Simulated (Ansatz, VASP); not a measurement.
One calculation of Au, two programs

```xyz
1
Lattice="0.0000 2.0350 2.0350 2.0350 0.0000 2.0350 2.0350 2.0350 0.0000" Properties=species:S:1:pos:R:3 pbc="T T T"
Au    0.0000    0.0000    0.0000
```

Alike in both runs: functional LDA; k mesh 11 × 11 × 11; occupations fermi-dirac, width 0.05 eV; no spin polarisation.

|  | VASP | Ansatz |
| --- | --- | --- |
| version | VASP 6.6.1 | Ansatz 0.2.0 |
| potentials or method | VASP PAW LDA potentials, release 64 (Au), cutoff 520 eV | all-electron LAPW, scalar-relativistic |
| task | single point | band structure |

```tsv
	VASP	Ansatz	Ansatz less VASP
gap on the k mesh at the Fermi level (eV)	none	none	-
pressure (GPa)	-2.6	-3.1	-0.45
```

LDA's correlation is that of Perdew and Zunger in VASP and of Perdew and Wang (1992) in Ansatz. A gap of «none» marks a metal or a gap that the smearing closes. Ansatz ran all-electron here, and VASP with PAW potentials.

Spin-orbit coupling is off throughout.
